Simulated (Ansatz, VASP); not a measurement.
## Ag in VASP and in Ansatz

File POSCAR:

```
Ag
1.0
    0.0000000000      2.0519023311      2.0519023311
    2.0519023311      0.0000000000      2.0519023311
    2.0519023311      2.0519023311      0.0000000000
Ag
1
Direct
    0.0000000000      0.0000000000      0.0000000000
```

Contents of INCAR.step1:

```
SYSTEM = Ag
PREC = Accurate ; ENCUT = 520
ISMEAR = -1 ; SIGMA = 0.03
LREAL = .FALSE. ; LASPH = .TRUE.
NELM = 80 ; NBANDS = 12
GGA = PE ; ALGO = Normal
EDIFF = 1E-4 ; LWAVE = .TRUE.
LCHARG = .FALSE.
```

The input INCAR.step2:

```
SYSTEM = Ag
PREC = Accurate ; ENCUT = 520
EDIFF = 1E-6 ; ISMEAR = -1
SIGMA = 0.03 ; LREAL = .FALSE.
LASPH = .TRUE. ; NELM = 80
ALGO = Normal ; ISIF = 2
LWAVE = .FALSE. ; LCHARG = .FALSE.
METAGGA = R2SCAN ; LMIXTAU = .TRUE.
NBANDS = 12 ; ISTART = 1
```

KPOINTS

```
regular mesh
0
G
  13 13 13
  0 0 0
```

Input for Ansatz:

```yaml
crystal:
  lattice:
    - [0.0, 2.0519023311, 2.0519023311]
    - [2.0519023311, 0.0, 2.0519023311]
    - [2.0519023311, 2.0519023311, 0.0]
  atoms:
    - { symbol: Ag, position: [0.0, 0.0, 0.0] }
hamiltonian:
  xc: r2scan
  pseudopotentials:
    kind: paw
    azcp:
      Ag: "pseudopotentials/Ag.paw.azcp"
basis:
  ecutwfc: 500
  fft_grid_basis: typed
kpoints:
  mp_grid: { grid: [13, 13, 13], shift: [0, 0, 0] }
magnetization:
  spin_polarized: false
scf:
  occupations: { method: fermi_dirac, width: 0.03 }
  lower_state_search: "off"
output:
  stress: true
```

Alike in both runs: task single point; functional r2SCAN; k mesh 13 × 13 × 13; occupations fermi-dirac, width 0.03 eV; no spin polarisation.

|  | VASP | Ansatz |
| --- | --- | --- |
| version | VASP 6.6.1 | Ansatz 0.2.0 |
| potentials or method | VASP PAW PBE potentials, release 64 (Ag), cutoff 520 eV | plane waves (500 eV) with PAW, scalar-relativistic |
| valence electrons in the cell | 11 | 19 |

Ansatz gave:

| Item | Value |
| --- | --- |
| pressure (GPa) | -0.2 |

Which values does VASP return?

Pressure (GPa): -0.1.

VASP's potentials were made for PBE, not for r2SCAN. VASP's potentials hold 11 valence electrons a cell and Ansatz's 19, so a difference there can come from the potentials and not from the codes.
